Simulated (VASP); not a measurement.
# ZnAu (Pm-3m) in VASP: single point with PBEsol

Aim: the single point of ZnAu with PBEsol.

Program: VASP 6.6.1. These are calculated values, not measurements. Logs are shortened: lines on timing, memory, paths and dates and some standing lists are left out, and cuts for length are marked.

## 1. The cell of the first run

The structure is cubic, space group Pm-3m (No. 221). The conventional cell has a = 3.147 Å, b = 3.147 Å, c = 3.147 Å, α = 90.00°, β = 90.00°, γ = 90.00°. Zn (site symmetry m-3m) has 8 Au at 2.73 Å and 6 Zn at 3.15 Å within 3.6 Å. Within 3.6 Å of Au (site symmetry m-3m) lie 8 Zn at 2.73 Å and 6 Au at 3.15 Å.

## 2. Single point, PBEsol

The input, INCAR:

```
  ALGO = Normal
  EDIFF = 1E-6
  ENCUT = 500
  GGA = PS
  GGA_COMPAT = F
  ISIF = 2
  ISMEAR = -1
  LASPH = T
  LCHARG = T
  LELF = T
  LREAL = F
  LVHAR = T
  LWAVE = F
  NBANDS = 18
  NELM = 120
  PREC = Accurate
  SIGMA = 0.0272
```

The input, KPOINTS:

```
k-points
0
Gamma
  8 8 8
```

The input, POSCAR:

```
ZnAu
1.0
    3.1470000000      0.0000000000      0.0000000000
    0.0000000000      3.1470000000      0.0000000000
    0.0000000000      0.0000000000      3.1470000000
Zn Au
1 1
Direct
    0.5000000000      0.5000000000      0.5000000000
    0.0000000000      0.0000000000      0.0000000000
```

Potentials or basis: VASP PAW PBE potentials, release 64 (Zn, Au).

Launch:

```sh
cat potpaw_PBE.64/Zn/POTCAR potpaw_PBE.64/Au/POTCAR > POTCAR
mpirun -np 1 vasp_std > vasp.out
```

OUTCAR:

```text
EDIFF = 1E-6
   ENCUT = 500
   GGA = PS
   ISIF = 2
   ISMEAR = -1
   LASPH = T
   LREAL = F
   NELM = 120
   PREC = Accurate

 ion  position               nearest neighbor table
   1  0.500  0.500  0.500-   2 2.73   2 2.73   2 2.73   2 2.73   2 2.73   2 2.73   2 2.73   2 2.73

   2  0.000  0.000  0.000-   1 2.73   1 2.73   1 2.73   1 2.73   1 2.73   1 2.73   1 2.73   1 2.73

  LATTYP: Found a simple cubic cell.
 ALAT       =     3.1470000000

  Lattice vectors:

 A1 = (   3.1470000000,   0.0000000000,   0.0000000000)
 A2 = (   0.0000000000,   3.1470000000,   0.0000000000)
 A3 = (   0.0000000000,   0.0000000000,   3.1470000000)

Analysis of symmetry for initial positions (statically):
=====================================================================
 Subroutine PRICEL returns:
 Original cell was already a primitive cell.

 Routine SETGRP: Setting up the symmetry group for a
 simple cubic supercell.

 Subroutine GETGRP returns: Found 48 space group operations
 (whereof 48 operations were pure point group operations)
 out of a pool of 48 trial point group operations.

The static configuration has the point symmetry O_h .

Analysis of symmetry for dynamics (positions and initial velocities):
=====================================================================
 Subroutine PRICEL returns:
 Original cell was already a primitive cell.

 Routine SETGRP: Setting up the symmetry group for a
 simple cubic supercell.

 Subroutine GETGRP returns: Found 48 space group operations
 (whereof 48 operations were pure point group operations)
 out of a pool of 48 trial point group operations.

The dynamic configuration has the point symmetry O_h .

 Subroutine INISYM returns: Found 48 space group operations
 (whereof 48 operations are pure point group operations),
 and found     1 'primitive' translations

----------------------------------------------------------------------------------------

                                     Primitive cell

  volume of cell :      31.1667

  direct lattice vectors                    reciprocal lattice vectors
     3.147000000  0.000000000  0.000000000     0.317762949  0.000000000  0.000000000
     0.000000000  3.147000000  0.000000000     0.000000000  0.317762949  0.000000000
[... 80 lines left out ...]
   LNONCOLLINEAR =      F non collinear calculations
   LSORBIT =      F    spin-orbit coupling
   LASPH  =      T    aspherical Exc in radial PAW
   ENCUT  =  500.0 eV  36.75 Ry    6.06 a.u.   5.74  5.74  5.74*2*pi/ulx,y,z
   NELM   =    120;   NELMIN=  2; NELMDL= -5     # of ELM steps
   EDIFF  = 0.1E-05   stopping-criterion for ELM
   LREAL  =      F    real-space projection
   EDIFFG = 0.1E-04   stopping-criterion for IOM
   NSW    =      0    number of steps for IOM
   IBRION =     -1    ionic relax: 0-MD 1-quasi-New 2-CG
   NFREE  =      0    steps in history (QN), initial steepest desc. (CG)
   ISIF   =      2    stress and relaxation
   ISYM   =      2    0-nonsym 1-usesym 2-fastsym
   POTIM  = 0.5000    time-step for ionic-motion
   TEBEG  =    0.0;   TEEND  =   0.0 temperature during run
   PSTRESS=    0.0 pullay stress
   NELECT =      23.0000    total number of electrons
   NUPDOWN=      -1.0000    fix difference up-down
   EMIN   =  10.00;   EMAX   =-10.00  energy-range for DOS
   EFERMI =   0.00;   METHOD = LEGACY
   ISMEAR =    -1;   SIGMA  =   0.03  broadening in eV -4-tet -1-fermi 0-gaus
   EFERMI_NEDOS =   21; number of points for ismear=-14 and -15
   IALGO  =     38    algorithm
   IMIX   =      4    mixing-type and parameters
     AMIX     =   0.40;   BMIX     =  1.00
     AMIX_MAG =   1.60;   BMIX_MAG =  1.00
  volume/ion in A,a.u.               =      15.58       105.16
  Fermi-wavevector in a.u.,A,eV,Ry     =   1.479406  2.795672 29.778283  2.188642
  Thomas-Fermi vector in A             =   2.593568
   LORBIT       =      0    0 simple, 1 ext, 2 COOP (PROOUT), +10 PAW based schemes
   GGA     = PS    functional components
   LHFCALC =     F    Hartree Fock is set to
   AEXX    =    0.0000 exact exchange contribution
   IVDW    =     0    specifies the selected vdW correction
   LEPSILON=     F    determine dielectric tensor
   LRPA    =     F    only Hartree local field effects (RPA)
 non-spin polarized calculation
  energy-cutoff  :      500.00
  volume of cell :       31.17
 maximum number of plane-waves:       840
 NGX is ok and might be reduce to    24
   NGX = 11   NGY = 11   NGZ = 11

 number of electron      23.0000000 magnetization

 Free energy of the ion-electron system (eV)
  ---------------------------------------------------
  ext. energy  EPLUGINS =         0.00000000
  ---------------------------------------------------
  free energy    TOTEN  =        -5.95589464 eV

  energy without entropy =       -5.95533373  energy(sigma->0) =       -5.95561418

 E-fermi :   6.7151     XC(G=0): -12.5341

 val. band max:        6.6077003796   @ k =   0.5000   0.3750   0.2500
 cond. band min:       6.9612323663   @ k =   0.3750   0.3750   0.1250
 fundamental gap:      0.3535319867
 Fermi energy:         6.7151024462

 k-point     1 :       0.0000    0.0000    0.0000
  band No.  band energies     occupation
      1      -3.7509      2.00000
      2      -1.1839      2.00000
      3      -1.1839      2.00000
      4      -0.4825      2.00000
      5      -0.4825      2.00000
      6      -0.4825      2.00000
[... 481 lines left out ...]
      5      -0.2241      2.00000
      6       0.5480      2.00000
[... 10 lines left out ...]
     17      19.1077      0.00000
     18      21.3194      0.00000

 [... further k-points ...]

------------------------ aborting loop because EDIFF is reached ----------------------------------------

  FORCE on cell =-STRESS in cart. coord.  units (eV):
  Direction    XX          YY          ZZ          XY          YZ          ZX
  --------------------------------------------------------------------------------------
  -------------------------------------------------------------------------------------
  Total       -0.3939176     -0.3939176     -0.3939176     -0.0000000      0.0000000      0.0000000
  in kB      -20.2500344    -20.2500344    -20.2500344     -0.0000000      0.0000000      0.0000000
  external PRESSURE =     -20.2500344 kB  Pullay stress =       0.0000000 kB

 VOLUME and BASIS-vectors are now :
 -----------------------------------------------------------------------------
  energy-cutoff  :      500.00
  volume of cell :       31.17
      direct lattice vectors                 reciprocal lattice vectors
     3.147000000  0.000000000  0.000000000     0.317762949  0.000000000  0.000000000
     0.000000000  3.147000000  0.000000000     0.000000000  0.317762949  0.000000000
     0.000000000  0.000000000  3.147000000     0.000000000  0.000000000  0.317762949

 POSITION                                       TOTAL-FORCE (eV/Angst)
 -----------------------------------------------------------------------------------
      1.57350      1.57350      1.57350         0.000000      0.000000      0.000000
      0.00000      0.00000      0.00000         0.000000      0.000000      0.000000
 -----------------------------------------------------------------------------------
    total drift:                                0.000000      0.000000     -0.000000

  FREE ENERGIE OF THE ION-ELECTRON SYSTEM (eV)
  ---------------------------------------------------
  free  energy   TOTEN  =        -5.9558946372 eV

  energy  without entropy=       -5.9553337303  energy(sigma->0) =       -5.95561418
```

Wall time 24 s (1 thread of AMD EPYC 7R13, shared host); peak memory 0.12 GiB.

Results:

```
Free energy            : -5.9559 eV
Pressure               : -2.0 GPa
Band gap on the k mesh : zero (an odd number of electrons rules out a gap without spin polarisation)
```

Levels at points of the mesh, in eV from the Fermi level:
```csv
k point,band 7,band 8,band 9,band 10,band 11,band 12,band 13,band 14,band 15,band 16
"(0.00, 0.00, 0.00)",-5.21,-5.21,-3.52,-3.52,-3.52,5.15,5.15,5.15,9.02,12.32
"(0.50, 0.00, 0.00)",-5.59,-5.27,-4.71,-4.71,-3.68,-2.17,10.61,11.30,11.30,11.38
"(0.50, 0.50, 0.00)",-4.84,-3.86,-3.86,-2.93,-1.82,-1.82,1.01,2.70,10.56,12.85
"(0.50, 0.50, 0.50)",-6.24,-6.24,-2.88,-2.88,1.57,3.74,3.92,3.92,3.92,6.09
```

Caveat: the PAW data sets were made with another functional, which shifts forces and pressure a little; spin-orbit coupling is left out, which moves the levels of the heavy elements.

The gap in the log of VASP goes by the Fermi energy; the results here count the filled bands.